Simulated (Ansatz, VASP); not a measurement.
# Al2Pt in VASP and in Ansatz

File INCAR:

```
SYSTEM = Al2Pt
  ALGO = Fast
  EDIFF = 1E-7
  ENCUT = 520
  GGA = PS
  ISIF = 2
  ISMEAR = 0
  LASPH = .True.
  LCHARG = .False.
  LREAL = .False.
  LWAVE = .False.
  NBANDS = 25
  NELM = 80
  PREC = Accurate
  SIGMA = 0.1
```

KPOINTS

```
k-points
0
Gamma
  8 8 6
  0 0 0
```

The input POSCAR:

```
Al2Pt
1.0
    2.9482572945      2.9482572945      0.0000000000
   -2.9482572945      2.9482572945      0.0000000000
    0.0000000000      0.0000000000      5.9849623079
Al Pt
4 2
Direct
    0.0000000000      0.5000000000      0.7500000000
    0.5000000000      0.0000000000      0.7500000000
    0.5000000000      0.0000000000      0.2500000000
    0.0000000000      0.5000000000      0.2500000000
    0.0000000000      0.0000000000      0.0000000000
    0.5000000000      0.5000000000      0.5000000000
```

Input for Ansatz:

```yaml
crystal:
  lattice:
    - [2.9482572945, 2.9482572945, 0.0]
    - [-2.9482572945, 2.9482572945, 0.0]
    - [0.0, 0.0, 5.9849623079]
  atoms:
    - { symbol: Al, position: [0.0, 0.5, 0.75] }
    - { symbol: Al, position: [0.5, 0.0, 0.75] }
    - { symbol: Al, position: [0.5, 0.0, 0.25] }
    - { symbol: Al, position: [0.0, 0.5, 0.25] }
    - { symbol: Pt, position: [0.0, 0.0, 0.0] }
    - { symbol: Pt, position: [0.5, 0.5, 0.5] }
basis:
  ecutwfc: 420
kpoints:
  mp_grid: { grid: [8, 8, 6] }
hamiltonian:
  xc: pbesol
scf:
  occupations: { method: gaussian, width: 0.1 }
output:
  forces: true
  stress: true
  eigenvalues: true
```

Change from the starting cell: strain along c alone, the other axes held, atoms relaxed: +1.5 %.

Alike in both runs: task single point; functional PBEsol; k mesh 8 × 8 × 6; occupations gaussian, width 0.1 eV; no spin polarisation.

|  | VASP | Ansatz |
| --- | --- | --- |
| version | VASP 6.6.1 | Ansatz 0.2.0 |
| potentials or method | VASP PAW PBE potentials, release 64 (Al, Pt), cutoff 520 eV | scalar-relativistic, plane waves, PAW |
| valence electrons in the cell | 32 | 48 |

|  | VASP | Ansatz | Ansatz less VASP |
| --- | --- | --- | --- |
| gap on the k mesh at the Fermi level (eV) | none | none | - |
| pressure (GPa) | -2.0 | -2.0 | +0.06 |
| traceless stress, the component that is largest in VASP (GPa) | -0.54 | -0.53 | +0.006 |

VASP's potentials were made for PBE, not for PBEsol. A gap of «none» marks a metal or a gap that the smearing closes. The functional is the same, so the differences come from potentials, cutoffs and numerics. VASP's potentials hold 32 valence electrons a cell and Ansatz's 48, so a difference there can come from the potentials and not from the codes.

Neither program's run includes spin-orbit coupling.
